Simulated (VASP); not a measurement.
A run of VASP 6.6.1:

File INCAR:

```
SYSTEM = BN
ALGO = Normal ; EDIFF = 1E-6
ENCUT = 520 ; GGA = PS
ISIF = 2 ; ISMEAR = 0
LASPH = .True. ; LCHARG = .False.
LREAL = .False. ; LWAVE = .False.
NBANDS = 11 ; NELM = 80
PREC = Accurate ; SIGMA = 0.05
```

KPOINTS

```
k-points
0
Gamma
  12 12 12
  0 0 0
```

POSCAR

```
BN
1.0
    0.0000000000      3.4953158300      2.1660912400
    1.2516321000      0.0000000000      2.1660912400
    1.2516321000      3.4953158300      0.0000000000
B N
1 1
Direct
    0.0000486500      0.0000486500      0.9999513500
    0.6666513400      0.6666513400      0.3333486600
```

Potentials or basis: VASP PAW PBE potentials, release 64 (B, N).

The run is started by

```bash
$ cat potpaw_PBE.64/B/POTCAR potpaw_PBE.64/N/POTCAR > POTCAR
$ mpirun -np 1 vasp_std > vasp.out
```

Hardware: 1 thread of Intel(R) Xeon(R) 6975P-C (Granite Rapids) (shared host).

Q: Estimate the wall time of this run.

A: Wall time 44 s on 1 thread of Intel(R) Xeon(R) 6975P-C (Granite Rapids), on a shared host, peak memory 0.18 GiB. Counts: scf iterations 12, k points 280.
